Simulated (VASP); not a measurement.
# WS2 (R3m) in VASP: a series of runs

WS2 is run at these levels: PBE; tasks: electric field gradients.

All numbers are computed with VASP 6.6.1; they aren't measurements. Logs are shortened: lines on timing, memory, paths and dates and some standing lists are left out, and cuts for length are marked.

## 1. The cell of the first run

It takes space group R3m (No. 160, trigonal). The conventional cell has a = 3.158 Å, b = 3.158 Å, c = 18.675 Å, α = 90.00°, β = 90.00°, γ = 120.00°. Within 3.2 Å of W (site symmetry 3m) lie 6 S at 2.40 to 2.43 Å and 6 W at 3.16 Å. S (site symmetry 3m) has 3 W at 2.40 Å and 7 S at 3.16 Å within 3.2 Å. Within 3.2 Å of S (site symmetry 3m) lie 3 W at 2.43 Å and 7 S at 3.16 Å.

## 2. Electric field gradients, PBE (zz strain of +1 %)

The input, INCAR:

```
ALGO = Normal ; EDIFF = 1E-8
ENCUT = 520 ; GGA = PE
ISIF = 2 ; ISMEAR = -1
LASPH = T ; LCHARG = F
LEFG = T ; LREAL = F
LWAVE = F ; NBANDS = 20
NELM = 100 ; PREC = Accurate
SIGMA = 0.08
```

The input, KPOINTS:

```
k-points
0
Gamma
  13 13 13
```

The input, POSCAR:

```
WS2
1.0
    1.5790003843      0.9116362969      6.2249633000
   -1.5790003843      0.9116362969      6.2249633000
    0.0000000000     -1.8232725938      6.2249633000
W S
1 2
Direct
    0.0000000000      0.0000000000      0.0000000000
    0.7503000000      0.7503000000      0.7503000000
    0.5810000000      0.5810000000      0.5810000000
```

Potentials or basis: VASP PAW PBE potentials, release 64 (W_sv, S).

The run is started by

```console
cat potpaw_PBE.64/W_sv/POTCAR potpaw_PBE.64/S/POTCAR > POTCAR
mpirun -np 1 vasp_std > vasp.out
```

OUTCAR:

```text
EDIFF = 1E-8
   ENCUT = 520
   GGA = PE
   ISIF = 2
   ISMEAR = -1
   LASPH = T
   LREAL = F
   NELM = 100
   PREC = Accurate

 ion  position               nearest neighbor table
   1  0.000  0.000  0.000-   2 2.40   2 2.40   2 2.40   3 2.43   3 2.43   3 2.43
   2  0.750  0.750  0.750-   1 2.40   1 2.40   1 2.40
   3  0.581  0.581  0.581-   1 2.43   1 2.43   1 2.43

  LATTYP: Found a trigonal (rhomboedric) cell.
 ALAT       =     6.4864852607
 COS(alpha) =     0.8814843792

  Lattice vectors:

 A1 = (   1.5790003843,   0.9116362969,   6.2249633000)
 A2 = (  -1.5790003843,   0.9116362969,   6.2249633000)
 A3 = (   0.0000000000,  -1.8232725938,   6.2249633000)

Analysis of symmetry for initial positions (statically):
=====================================================================
 Subroutine PRICEL returns:
 Original cell was already a primitive cell.

 Routine SETGRP: Setting up the symmetry group for a
 trigonal (rhombohedral) supercell.

 Subroutine GETGRP returns: Found  6 space group operations
 (whereof  6 operations were pure point group operations)
 out of a pool of 12 trial point group operations.

The static configuration has the point symmetry C_3v.

Analysis of symmetry for dynamics (positions and initial velocities):
=====================================================================
 Subroutine PRICEL returns:
 Original cell was already a primitive cell.

 Routine SETGRP: Setting up the symmetry group for a
 trigonal (rhombohedral) supercell.

 Subroutine GETGRP returns: Found  6 space group operations
 (whereof  6 operations were pure point group operations)
 out of a pool of 12 trial point group operations.

The dynamic configuration has the point symmetry C_3v.

 Subroutine INISYM returns: Found  6 space group operations
 (whereof  6 operations are pure point group operations),
 and found     1 'primitive' translations

----------------------------------------------------------------------------------------

                                     Primitive cell

  volume of cell :      53.7640

[... 128 lines left out ...]

 Free energy of the ion-electron system (eV)
  ---------------------------------------------------
  ext. energy  EPLUGINS =         0.00000000
  ---------------------------------------------------
  free energy    TOTEN  =       -23.61811011 eV

  energy without entropy =      -23.61808971  energy(sigma->0) =      -23.61809991

 E-fermi :   7.7598     XC(G=0): -10.8918

 val. band max:        7.2835896188   @ k =   0.4615   0.4615   0.4615
 cond. band min:       8.3949384593   @ k =  -0.1538   0.1538   0.0000
 fundamental gap:      1.1113488405
 Fermi energy:         7.7597933077

 k-point     1 :       0.0000    0.0000    0.0000
  band No.  band energies     occupation
      1     -67.2794      2.00000
      2     -31.5324      2.00000
      3     -31.3540      2.00000
      4     -31.3540      2.00000
      5      -8.2160      2.00000
      6      -6.3066      2.00000
[... 541 lines left out ...]
     19      15.1223      0.00000
     20      15.7197      0.00000

 [... further k-points ...]

------------------------ aborting loop because EDIFF is reached ----------------------------------------

  FORCE on cell =-STRESS in cart. coord.  units (eV):
  Direction    XX          YY          ZZ          XY          YZ          ZX
  --------------------------------------------------------------------------------------
  -------------------------------------------------------------------------------------
  Total        1.0800344      1.0800344      0.5963871      0.0000000      0.0000000     -0.0000000
  in kB       32.1852065     32.1852065     17.7724340      0.0000000      0.0000000     -0.0000000
  external PRESSURE =      27.3809490 kB  Pullay stress =       0.0000000 kB

 VOLUME and BASIS-vectors are now :
 -----------------------------------------------------------------------------
  energy-cutoff  :      520.00
  volume of cell :       53.76
      direct lattice vectors                 reciprocal lattice vectors
     1.579000384  0.911636297  6.224963300     0.316656034  0.182821447  0.053547839
    -1.579000384  0.911636297  6.224963300    -0.316656034  0.182821447  0.053547839
     0.000000000 -1.823272594  6.224963300     0.000000000 -0.365642893  0.053547839

 POSITION                                       TOTAL-FORCE (eV/Angst)
 -----------------------------------------------------------------------------------
      0.00000      0.00000      0.00000         0.000000     -0.000000     -0.596591
      0.00000      0.00000     14.01177         0.000000      0.000000      0.204659
      0.00000      0.00000     10.85011         0.000000     -0.000000      0.391931
 -----------------------------------------------------------------------------------
    total drift:                                0.000000      0.000000     -0.000009

  FREE ENERGIE OF THE ION-ELECTRON SYSTEM (eV)
  ---------------------------------------------------
  free  energy   TOTEN  =       -23.6181101094 eV

  energy  without entropy=      -23.6180897074  energy(sigma->0) =      -23.61809991

 Electric field gradients (V/A^2)
---------------------------------------------------------------------
 ion       V_xx      V_yy      V_zz      V_xy      V_xz      V_yz
---------------------------------------------------------------------
   1      73.196    73.196  -146.392     0.000     0.000    -0.000
   2      22.872    22.872   -45.745    -0.000    -0.000    -0.000
   3      18.992    18.992   -37.983    -0.000     0.000     0.000
---------------------------------------------------------------------

 Electric field gradients after diagonalization (V/A^2)
 (convention: |V_zz| > |V_xx| > |V_yy|)
----------------------------------------------------------------------
 ion       V_xx      V_yy      V_zz     asymmetry (V_yy - V_xx)/ V_zz
----------------------------------------------------------------------
   1      73.196    73.196  -146.392       0.000
   2      22.872    22.872   -45.745       0.000
   3      18.992    18.992   -37.983       0.000
----------------------------------------------------------------------

           NMR quadrupolar parameters

 Cq : quadrupolar parameter    Cq=e*Q*V_zz/h
 eta: asymmetry parameters     (V_yy - V_xx)/ V_zz
 Q  : nuclear electric quadrupole moment in mb (millibarn)
----------------------------------------------------------------------
 ion       Cq(MHz)       eta       Q (mb)
----------------------------------------------------------------------
   1      -0.354       0.000       1.000
   2      -0.111       0.000       1.000
   3      -0.092       0.000       1.000
----------------------------------------------------------------------
```

OSZICAR:

```text
N       E                     dE             d eps       ncg     rms          rms(c)
DAV:   1     0.198248779095E+03    0.19825E+03   -0.13032E+04  9240   0.129E+03
DAV:   2    -0.146588467077E+02   -0.21291E+03   -0.20608E+03 10840   0.343E+02
DAV:   3    -0.248259941332E+02   -0.10167E+02   -0.10055E+02 11700   0.704E+01
DAV:   4    -0.249706223371E+02   -0.14463E+00   -0.14452E+00 11152   0.908E+00
DAV:   5    -0.249731589015E+02   -0.25366E-02   -0.25365E-02 11604   0.126E+00    0.267E+01
DAV:   6    -0.238085792289E+02    0.11646E+01   -0.63589E+00 10212   0.170E+01    0.110E+01
DAV:   7    -0.236707556915E+02    0.13782E+00   -0.14886E+00  9668   0.685E+00    0.564E+00
DAV:   8    -0.236190253992E+02    0.51730E-01   -0.28031E-01 10664   0.355E+00    0.132E+00
DAV:   9    -0.236184236867E+02    0.60171E-03   -0.12160E-02 11660   0.761E-01    0.572E-01
DAV:  10    -0.236181276822E+02    0.29600E-03   -0.45257E-03 10600   0.465E-01    0.819E-02
DAV:  11    -0.236180929186E+02    0.34764E-04   -0.62925E-04 10376   0.165E-01    0.646E-02
DAV:  12    -0.236181021825E+02   -0.92639E-05   -0.69110E-05 10708   0.629E-02    0.137E-02
DAV:  13    -0.236181098519E+02   -0.76695E-05   -0.11138E-05 10512   0.239E-02    0.924E-03
DAV:  14    -0.236181099203E+02   -0.68362E-07   -0.13626E-06 11164   0.665E-03    0.203E-03
DAV:  15    -0.236181100805E+02   -0.16016E-06   -0.36224E-07 10628   0.388E-03    0.206E-03
DAV:  16    -0.236181101088E+02   -0.28328E-07   -0.15587E-08 10256   0.786E-04    0.630E-04
DAV:  17    -0.236181101094E+02   -0.65984E-09   -0.28681E-09  6856   0.389E-04
   1 F= -.23618110E+02 E0= -.23618100E+02  d E =-.204020E-04
```

Run time: 16 min. Hardware: 1 thread of Intel Xeon Platinum 8259CL at 2.50GHz (Skylake/Cascade Lake), shared host; peak memory 0.47 GiB.

Results:

```
Free energy                             : -23.6181 eV
Pressure                                : 2.7 GPa
Largest force                           : 0.597 eV/Å
Band gap on the k mesh                  : 1.11 eV (least direct gap 2.14 eV)
Largest electric field gradient by atom : W -146.4; S -45.7, -38.0 V/Å²
```

Forces on the atoms (eV/Å):
```
W    0.000  0.000 -0.597
S    0.000  0.000  0.205
S    0.000  0.000  0.392
```

Electric field gradients, principal values (V/Å²):
```tsv
atom	least	middle	greatest (by size)
1 W	73.196	73.196	-146.392
2 S	22.872	22.872	-45.745
3 S	18.992	18.992	-37.983
```

Caveat: the cell differs from its parent crystal (zz strain of +1 %); without QUAD_EFG the Cq values of the log hold for a quadrupole moment of 1 mb, not for the nuclei; spin-orbit coupling is left out, which moves the levels of the heavy elements. A k mesh can miss the band edges.

## 3. Electric field gradients, PBE (17.03 Å³/atom)

This run uses another cell than the first one, of 17.03 Å³/atom.

The input, INCAR:

```
  PREC = Accurate
  ENCUT = 520
  EDIFF = 1E-8
  ISMEAR = -1
  SIGMA = 0.08
  LREAL = False
  LASPH = True
  NELM = 100
  ALGO = Normal
  ISIF = 2
  LWAVE = False
  LCHARG = False
  GGA = PE
  LEFG = True
  NBANDS = 20
```

The input, KPOINTS:

```
Automatic mesh
0
Gamma
  13 13 13
```

The input, POSCAR:

```
WS2
1.0
    1.5576599252      0.8993153771      6.0800315456
   -1.5576599252      0.8993153771      6.0800315456
    0.0000000000     -1.7986307542      6.0800315456
W S
1 2
Direct
    0.0000000000      0.0000000000      0.0000000000
    0.7503000000      0.7503000000      0.7503000000
    0.5810000000      0.5810000000      0.5810000000
```

Potentials or basis: VASP PAW PBE potentials, release 64 (W_sv, S).

The run is started by

```console
cat potpaw_PBE.64/W_sv/POTCAR potpaw_PBE.64/S/POTCAR > POTCAR
mpirun -np 1 vasp_std > vasp.out
```

OUTCAR:

```text
PREC = Accurate
   ENCUT = 520
   EDIFF = 1E-8
   ISMEAR = -1
   LREAL = False
   LASPH = True
   NELM = 100
   ISIF = 2
   GGA = PE

 ion  position               nearest neighbor table
   1  0.000  0.000  0.000-   2 2.36   2 2.36   2 2.36   3 2.38   3 2.38   3 2.38
   2  0.750  0.750  0.750-   1 2.36   1 2.36   1 2.36
   3  0.581  0.581  0.581-   1 2.38   1 2.38   1 2.38

  LATTYP: Found a trigonal (rhomboedric) cell.
 ALAT       =     6.3404933708
 COS(alpha) =     0.8792939096

  Lattice vectors:

 A1 = (   1.5576599252,   0.8993153771,   6.0800315456)
 A2 = (  -1.5576599252,   0.8993153771,   6.0800315456)
 A3 = (   0.0000000000,  -1.7986307542,   6.0800315456)

Analysis of symmetry for initial positions (statically):
=====================================================================
 Subroutine PRICEL returns:
 Original cell was already a primitive cell.

 Routine SETGRP: Setting up the symmetry group for a
 trigonal (rhombohedral) supercell.

 Subroutine GETGRP returns: Found  6 space group operations
 (whereof  6 operations were pure point group operations)
 out of a pool of 12 trial point group operations.

The static configuration has the point symmetry C_3v.

Analysis of symmetry for dynamics (positions and initial velocities):
=====================================================================
 Subroutine PRICEL returns:
 Original cell was already a primitive cell.

 Routine SETGRP: Setting up the symmetry group for a
 trigonal (rhombohedral) supercell.

[... 164 lines left out ...]
      3     -30.6437      2.00000
      4     -30.6437      2.00000
      5      -7.9513      2.00000
      6      -5.7985      2.00000
[... 541 lines left out ...]
     19      15.9028      0.00000
     20      16.5262      0.00000

 [... further k-points ...]

------------------------ aborting loop because EDIFF is reached ----------------------------------------

  FORCE on cell =-STRESS in cart. coord.  units (eV):
  Direction    XX          YY          ZZ          XY          YZ          ZX
  --------------------------------------------------------------------------------------
  -------------------------------------------------------------------------------------
  Total        3.8246309      3.8246309      4.1992457     -0.0000000      0.0000000      0.0000000
  in kB      119.9108183    119.9108183    131.6558384     -0.0000000      0.0000000      0.0000000
  external PRESSURE =     123.8258250 kB  Pullay stress =       0.0000000 kB

 VOLUME and BASIS-vectors are now :
 -----------------------------------------------------------------------------
  energy-cutoff  :      520.00
  volume of cell :       51.10
      direct lattice vectors                 reciprocal lattice vectors
     1.557659925  0.899315377  6.080031546     0.320994327  0.185326161  0.054824277
    -1.557659925  0.899315377  6.080031546    -0.320994327  0.185326161  0.054824277
     0.000000000 -1.798630754  6.080031546     0.000000000 -0.370652323  0.054824277

 POSITION                                       TOTAL-FORCE (eV/Angst)
 -----------------------------------------------------------------------------------
      0.00000      0.00000      0.00000         0.000000     -0.000000     -0.670196
      0.00000      0.00000     13.68554         0.000000      0.000000      1.315888
      0.00000      0.00000     10.59749         0.000000      0.000000     -0.645692
 -----------------------------------------------------------------------------------
    total drift:                                0.000000      0.000000      0.000163

  FREE ENERGIE OF THE ION-ELECTRON SYSTEM (eV)
  ---------------------------------------------------
  free  energy   TOTEN  =       -23.4951931174 eV

  energy  without entropy=      -23.4951667373  energy(sigma->0) =      -23.49517993

 Electric field gradients (V/A^2)
---------------------------------------------------------------------
 ion       V_xx      V_yy      V_zz      V_xy      V_xz      V_yz
---------------------------------------------------------------------
   1      80.992    80.992  -161.985    -0.000    -0.000    -0.000
   2      25.896    25.896   -51.791     0.000     0.000    -0.000
   3      21.993    21.993   -43.986    -0.000    -0.000     0.000
---------------------------------------------------------------------

 Electric field gradients after diagonalization (V/A^2)
 (convention: |V_zz| > |V_xx| > |V_yy|)
----------------------------------------------------------------------
 ion       V_xx      V_yy      V_zz     asymmetry (V_yy - V_xx)/ V_zz
----------------------------------------------------------------------
   1      80.992    80.992  -161.985       0.000
   2      25.896    25.896   -51.791       0.000
   3      21.993    21.993   -43.986       0.000
----------------------------------------------------------------------

           NMR quadrupolar parameters

 Cq : quadrupolar parameter    Cq=e*Q*V_zz/h
 eta: asymmetry parameters     (V_yy - V_xx)/ V_zz
 Q  : nuclear electric quadrupole moment in mb (millibarn)
----------------------------------------------------------------------
 ion       Cq(MHz)       eta       Q (mb)
----------------------------------------------------------------------
   1      -0.392       0.000       1.000
   2      -0.125       0.000       1.000
   3      -0.106       0.000       1.000
----------------------------------------------------------------------
```

OSZICAR:

```text
N       E                     dE             d eps       ncg     rms          rms(c)
DAV:   1     0.201775032218E+03    0.20178E+03   -0.13089E+04  9240   0.130E+03
DAV:   2    -0.142887654091E+02   -0.21606E+03   -0.20896E+03 10772   0.347E+02
DAV:   3    -0.246001227295E+02   -0.10311E+02   -0.10204E+02 11580   0.714E+01
DAV:   4    -0.247483601460E+02   -0.14824E+00   -0.14812E+00 11204   0.923E+00
DAV:   5    -0.247508350401E+02   -0.24749E-02   -0.24748E-02 11396   0.125E+00    0.297E+01
DAV:   6    -0.236554636641E+02    0.10954E+01   -0.51571E+00 10396   0.160E+01    0.124E+01
DAV:   7    -0.235363504380E+02    0.11911E+00   -0.11488E+00  9752   0.614E+00    0.576E+00
DAV:   8    -0.234966682097E+02    0.39682E-01   -0.23658E-01 10632   0.330E+00    0.145E+00
DAV:   9    -0.234954994518E+02    0.11688E-02   -0.11798E-02 11812   0.753E-01    0.624E-01
DAV:  10    -0.234952050593E+02    0.29439E-03   -0.46803E-03 10600   0.465E-01    0.715E-02
DAV:  11    -0.234951770315E+02    0.28028E-04   -0.48185E-04 10388   0.151E-01    0.624E-02
DAV:  12    -0.234951883950E+02   -0.11364E-04   -0.59128E-05 10688   0.590E-02    0.120E-02
DAV:  13    -0.234951927273E+02   -0.43323E-05   -0.10527E-05 10664   0.242E-02    0.728E-03
DAV:  14    -0.234951928900E+02   -0.16270E-06   -0.12439E-06 10732   0.734E-03    0.149E-03
DAV:  15    -0.234951931077E+02   -0.21776E-06   -0.32780E-07 10480   0.365E-03    0.115E-03
DAV:  16    -0.234951931254E+02   -0.17687E-07   -0.20044E-08 11000   0.100E-03    0.491E-04
DAV:  17    -0.234951931174E+02    0.80017E-08   -0.33474E-09  6544   0.476E-04
   1 F= -.23495193E+02 E0= -.23495180E+02  d E =-.263801E-04
```

Run time: 7.6 min. Hardware: 1 thread of Intel Xeon Platinum 8488C (Sapphire Rapids), shared host; peak memory 0.46 GiB.

Results:

- Free energy: -23.4952 eV
- Pressure: 12.4 GPa
- Largest force: 1.316 eV/Å
- Band gap on the k mesh: 1.05 eV (least direct gap 2.23 eV)
- Largest electric field gradient by atom: W -162.0; S -51.8, -44.0 V/Å²

Forces on the atoms (eV/Å):
```
W    0.000  0.000 -0.670
S    0.000  0.000  1.316
S    0.000  0.000 -0.646
```

Stress tensor (GPa, compression positive):
```
11.99  0.00  0.00
 0.00 11.99  0.00
 0.00  0.00 13.17
```

Electric field gradients, principal values (V/Å²):
| atom | least | middle | greatest (by size) |
| --- | --- | --- | --- |
| 1 W | 80.992 | 80.992 | -161.985 |
| 2 S | 25.896 | 25.896 | -51.791 |
| 3 S | 21.993 | 21.993 | -43.986 |

Caveat: the cell stands under pressure; without QUAD_EFG the Cq values of the log hold for a quadrupole moment of 1 mb, not for the nuclei; spin-orbit coupling is left out, which moves the levels of the heavy elements; forces of over 1 eV/Å act on the atoms, so gaps and moduli don't describe the material at rest.

(Part 1 of 2 ends here.)
